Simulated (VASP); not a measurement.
PbSe (Clausthalite), 2 atoms in the cell. It takes space group Fm-3m (No. 225, cubic). The conventional cell has a = 6.202 Å, b = 6.202 Å, c = 6.202 Å, α = 90.00°, β = 90.00°, γ = 90.00°. Pb (site symmetry m-3m) has 6 Se at 3.10 Å within 4.1 Å. Within 4.1 Å of Se (site symmetry m-3m) lie 6 Pb at 3.10 Å.  This cell differs from its parent crystal: volume scaled by 1.04.

| Item | Value |
| --- | --- |
| Program | VASP 6.6.1 |
| Task | single point |
| Functional | LDA |
| Potentials or basis | VASP PAW LDA potentials, release 64 (Pb_d, Se) |
| Cutoff | 520 eV |
| k mesh | 8 × 8 × 8 |
| Occupations | fermi-dirac, width 0.05 eV |
| Spin | no spin polarisation |
| Dipole correction | no |
| Further INCAR settings | ALGO = Normal; EDIFF = 1e-07; NBANDS = 17 |

Potentials or basis: VASP PAW LDA potentials, release 64 (Pb_d, Se).

Command:

```console
$ cat potpaw_LDA.64/Pb_d/POTCAR potpaw_LDA.64/Se/POTCAR > POTCAR
$ mpirun -np 1 vasp_std > vasp.out
```

Hardware: 1 thread of Intel Xeon 6975P-C, on a shared host.

Question: How long does it take, and how much memory?

Answer: Wall time 28 s on 1 thread of Intel Xeon 6975P-C (shared host), peak memory 0.18 GiB. Counts: scf iterations 13, k points 29.
